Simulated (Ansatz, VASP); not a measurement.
## Two plane-wave programs on Pd

```
Pd
1.0
     0.00000    1.92163    1.92163
     1.92163    0.00000    1.92163
     1.92163    1.92163    0.00000
Pd
1
Direct
  0.00000 0.00000 0.00000
```

Alike in both runs: functional LDA; k mesh 26 × 26 × 26; occupations fermi-dirac, width 0.15 eV; no spin polarisation.

Ansatz relaxed the structure, and its values are those at the end. VASP's run is a single point on that final structure, the one shown.

|  | VASP | Ansatz |
| --- | --- | --- |
| version | VASP 6.6.1 | Ansatz 0.2.0 |
| potentials or method | VASP PAW LDA potentials, release 64 (Pd), cutoff 520 eV | scalar-relativistic, plane waves, PAW |
| valence electrons in the cell | 10 | 18 |

Ansatz gave:

```
gap on the k mesh at the Fermi level (eV) : none
pressure (GPa)                            : 0.0
```

Problem. Estimate VASP's values.

Solution. gap on the k mesh at the Fermi level (eV): none; pressure (GPa): 0.3.

Ansatz warns that its potentials were made for another functional, while VASP's fit it. LDA's correlation is that of Perdew and Zunger in VASP and of Perdew and Wang (1992) in Ansatz. A gap of «none» marks a metal or a gap that the smearing closes. VASP's potentials hold 10 valence electrons a cell and Ansatz's 18, so a difference there can come from the potentials and not from the codes.
